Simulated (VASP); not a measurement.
Write the native input for VASP 6.6.1 that does the following.

| Item | Value |
| --- | --- |
| Task | single point |
| Functional | PBE |
| Potentials or basis | VASP PAW PBE potentials, release 64 (In_d, P) |
| Cutoff | 520 eV |
| k mesh | 8 × 8 × 8 |
| Occupations | gaussian, width 0.019 eV |
| Spin | no spin polarisation |
| Dipole correction | no |
| Further INCAR settings | ALGO = Normal; EDIFF = 1e-06; NBANDS = 16 |

The structure of InP lies in POSCAR:

```
InP
1.0
    0.0000000000      2.9305000000      2.9305000000
    2.9305000000      0.0000000000      2.9305000000
    2.9305000000      2.9305000000      0.0000000000
In P
1 1
Direct
    0.0000000000      0.0000000000      0.0000000000
    0.7500000000      0.7500000000      0.7500000000
```

One way to write it, as run:

INCAR

```
ALGO = Normal
EDIFF = 1E-6
ENCUT = 520
GGA = PE
ISIF = 2
ISMEAR = 0
LASPH = True
LCHARG = True
LELF = True
LREAL = False
LVHAR = True
LWAVE = False
NBANDS = 16
NELM = 100
PREC = Accurate
SIGMA = 0.019000000000000003
```

KPOINTS

```
k-points
0
Gamma
  8 8 8
```

Potentials or basis: VASP PAW PBE potentials, release 64 (In_d, P).

Command:

```sh
$ cat potpaw_PBE.64/In_d/POTCAR potpaw_PBE.64/P/POTCAR > POTCAR
$ mpirun -np 1 vasp_std > vasp.out
```

Results of the run:

```json
{
 "Pressure": "3.3 GPa",
 "Band gap on the k mesh": "0.71 eV, direct"
}
```

Caveat: spin-orbit coupling is left out, which moves the levels of the heavy elements.

Wall time 33 s on 1 thread of Intel Xeon 8259CL, with other jobs on the host, peak memory 0.18 GiB.
